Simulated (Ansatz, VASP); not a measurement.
## TiB: VASP beside Ansatz

POSCAR

```
TiB
1.0
    0.0000000000      2.0484750000      2.1010000000
    2.0484750000      0.0000000000      2.1010000000
    2.0484750000      2.0484750000      0.0000000000
Ti B
1 1
Direct
    0.7500000000      0.7500000000      0.7500000000
    0.0000000000      0.0000000000      0.0000000000
```

INCAR.step1

```
PREC = Accurate
ENCUT = 520
ISMEAR = 0
SIGMA = 0.15
LREAL = False
LASPH = True
NELM = 60
NBANDS = 14
GGA = PE
ALGO = Normal
EDIFF = 1E-4
LWAVE = True
LCHARG = False
```

The input INCAR.step2:

```
PREC = Accurate
ENCUT = 520
EDIFF = 1E-6
ISMEAR = 0
SIGMA = 0.15
LREAL = False
LASPH = True
NELM = 60
ALGO = Normal
ISIF = 2
LWAVE = False
LCHARG = False
METAGGA = R2SCAN
LMIXTAU = True
NBANDS = 14
ISTART = 1
```

The input KPOINTS:

```
regular mesh
0
Gamma
  20 20 20
```

Input for Ansatz:

```yaml
crystal:
  lattice:
    - [0.0, 2.048475, 2.101]
    - [2.048475, 0.0, 2.101]
    - [2.048475, 2.048475, 0.0]
  atoms:
    - { symbol: Ti, position: [0.75, 0.75, 0.75] }
    - { symbol: B, position: [0.0, 0.0, 0.0] }
basis:
  ecutwfc: 500
kpoints:
  mp_grid: { grid: [20, 20, 20] }
hamiltonian:
  xc: r2scan
scf:
  occupations: { method: gaussian, width: 0.15 }
output:
  forces: true
  stress: true
  eigenvalues: true
```

Change from the starting cell: strain -0.025 along x and y, +0.000 along z, atoms carried along.

Alike in both runs: task single point; functional r2SCAN; k mesh 20 × 20 × 20; occupations gaussian, width 0.15 eV; no spin polarisation.

|  | VASP | Ansatz |
| --- | --- | --- |
| version | VASP 6.6.1 | Ansatz 0.2.0 |
| potentials or method | VASP PAW PBE potentials, release 64 (Ti_sv, B), cutoff 520 eV | scalar-relativistic, plane waves, PAW |
| valence electrons in the cell | 15 | 15 |

VASP gave:

| Quantity | Value |
| --- | --- |
| gap on the k mesh at the Fermi level (eV) | none |
| pressure (GPa) | 146.0 |
| traceless stress, the component that is largest in VASP (GPa) | 4.44 |

Problem. What did Ansatz give for the same quantities?

Solution. gap on the k mesh at the Fermi level (eV): none; pressure (GPa): 144.8; traceless stress, the component that is largest in VASP (GPa): 4.44.

VASP's potentials were made for PBE, not for r2SCAN. A gap of «none» marks a metal or a gap that the smearing closes. Both programs put the cell under a high pressure, so it lies far from rest at this level.

Noted on VASP's run: the cell as given lies far from equilibrium.
